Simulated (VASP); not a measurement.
Write the native input for VASP 6.6.1 that does the following.

```
Task                   : single point
Functional             : PBEsol
Potentials or basis    : VASP PAW PBE potentials, release 64 (Nb_sv, P)
Cutoff                 : 520 eV
k mesh                 : 18 × 18 × 18
Occupations            : gaussian, width 0.1 eV
Spin                   : no spin polarisation
Dipole correction      : no
Further INCAR settings : ALGO = Normal; EDIFF = 1e-06; NBANDS = 26
```

The structure of NbP lies in POSCAR:

```
NbP
1.0
   -1.6601250185      1.6601250185      5.6451939413
    1.6601250185     -1.6601250185      5.6451939413
    1.6601250185      1.6601250185     -5.6451939413
Nb P
2 2
Direct
    0.7501874490      0.7501874490      0.0000000000
    0.5001874490      1.0001874490      0.5000000000
    0.3324411260      0.3324411260      0.0000000000
    0.0824411260      0.5824411260      0.5000000000
```

One way to write it, as run:

INCAR

```
SYSTEM = NbP
PREC = Accurate ; ENCUT = 520
EDIFF = 1E-6 ; ISMEAR = 0
SIGMA = 0.1 ; LREAL = .FALSE.
LASPH = .TRUE. ; NELM = 80
ALGO = Normal ; ISIF = 2
LWAVE = .FALSE. ; LCHARG = .FALSE.
GGA = PS ; NBANDS = 26
```

KPOINTS

```
regular mesh
0
G
  18 18 18
  0 0 0
```

Potentials or basis: VASP PAW PBE potentials, release 64 (Nb_sv, P).

The run is started by

```console
$ cat potpaw_PBE.64/Nb_sv/POTCAR potpaw_PBE.64/P/POTCAR > POTCAR
$ mpirun -np 1 vasp_std > vasp.out
```

Results of the run:

| Quantity | Value |
| --- | --- |
| Pressure | -0.2 GPa |
| Band gap on the k mesh | zero (band 18 reaches 10.99 eV, above the bottom of band 19 at 10.90 eV) |

Caveat: the PAW data sets were made with another functional, which shifts forces and pressure a little.

It took 23 min on 1 thread of AMD EPYC 7R13 Processor (Zen 3) (shared host), peak memory 0.78 GiB.
